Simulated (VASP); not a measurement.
Input of a VASP 6.6.1 run:

File INCAR:

```
SYSTEM = TaSb
  PREC = Accurate
  ENCUT = 520
  EDIFF = 1E-6
  ISMEAR = 0
  SIGMA = 0.05
  LREAL = .False.
  LASPH = .True.
  NELM = 100
  ALGO = Normal
  ISIF = 2
  LWAVE = .False.
  LCHARG = .True.
  GGA = PE
  LELF = .True.
  LVHAR = .True.
  NBANDS = 15
```

File KPOINTS:

```
regular mesh
0
Gamma
  6 6 6
  0 0 0
```

Contents of POSCAR:

```
TaSb
1.0
    0.0000000000      2.7832331309      2.7832331309
    2.7832331309      0.0000000000      2.7832331309
    2.7832331309      2.7832331309      0.0000000000
Ta Sb
1 1
Direct
    0.0000000000      0.0000000000      0.0000000000
    0.2500000000      0.2500000000      0.2500000000
```

Potentials or basis: VASP PAW PBE potentials, release 64 (Ta_pv, Sb).

Run with:

```sh
$ cat potpaw_PBE.64/Ta_pv/POTCAR potpaw_PBE.64/Sb/POTCAR > POTCAR
$ mpirun -np 1 vasp_std > vasp.out
```

Problem. What does it give for the pressure?

Solution. 57.3 GPa.

Problem. Predict the band gap on the k mesh.

Solution. Zero (band 8 reaches 8.34 eV, above the bottom of band 9 at 7.71 eV).

Caveat: spin-orbit coupling is left out, which moves the levels of the heavy elements.
